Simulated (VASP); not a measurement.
Wanted: the native input for a VASP 6.6.1 run.

```
Task                   : relaxation of cell and atoms
Functional             : PBE
Potentials or basis    : VASP PAW PBE potentials, release 64 (Ga_d, Pd, S)
Cutoff                 : 600 eV
k mesh                 : 6 × 6 × 2
Occupations            : gaussian, width 0.1 eV
Spin                   : no spin polarisation
Dipole correction      : no
Further INCAR settings : ALGO = Normal; EDIFF = 1e-06; IBRION = 2; EDIFFG = -0.04; NSW = 90; ISIF = 3
```

The structure of Ga2PdS3 lies in POSCAR:

```
Ga2PdS3
1.0
    3.4853777414      0.0000000000      0.0000000000
    0.0000000000      3.4853777414      0.0000000000
    0.0000000000      0.0000000000      8.9791019265
Ga Pd S
2 1 3
Direct
    0.0000000000      0.5000000000      0.6767449629
    0.5000000000      0.0000000000      0.3232550371
    0.0000000000      0.0000000000      0.0000000000
    0.0000000000      0.5000000000      0.3640813264
    0.5000000000      0.0000000000      0.6359186736
    0.5000000000      0.5000000000      0.0000000000
```

The cell was built from a structure type or drawn by symmetry, and may not be a known phase.

These files were run (other wordings do the same):

INCAR

```
SYSTEM = Ga2PdS3
PREC = Accurate
ENCUT = 600
EDIFF = 1E-6
ISMEAR = 0
SIGMA = 0.1
LREAL = .FALSE.
LASPH = .TRUE.
NELM = 80
ALGO = Normal
ISIF = 3
LWAVE = .FALSE.
LCHARG = .FALSE.
GGA = PE
IBRION = 2
NSW = 90
EDIFFG = -0.04
```

KPOINTS

```
regular mesh
0
G
  6 6 2
  0 0 0
```

Potentials or basis: VASP PAW PBE potentials, release 64 (Ga_d, Pd, S).

Command:

```bash
$ cat potpaw_PBE.64/Ga_d/POTCAR potpaw_PBE.64/Pd/POTCAR potpaw_PBE.64/S/POTCAR > POTCAR
$ mpirun -np 1 vasp_std > vasp.out
```

Results of the run:

```yaml
Relaxed_volume: 18.75 Å³/atom
Relaxed_cell: a = 3.422 Å, b = 3.422 Å, c = 9.606 Å, α = 90.00°, β = 90.00°, γ = 90.00°
Space_group_after_relaxing_to_0.1_Å: P-4m2 (No. 115)
Energy_gained_by_relaxing: 27.6 meV/atom
Ionic_steps: 31
Pressure_after_relaxing: 0.0 GPa
Largest_force_after_relaxing: 0.033 eV/Å
Band_gap_on_the_k_mesh: zero (bands 27 and 28 overlap by 2.56 eV)
```

Wall time 39 min on 1 thread of Intel Xeon 8259CL, with other jobs on the host, peak memory 0.29 GiB.
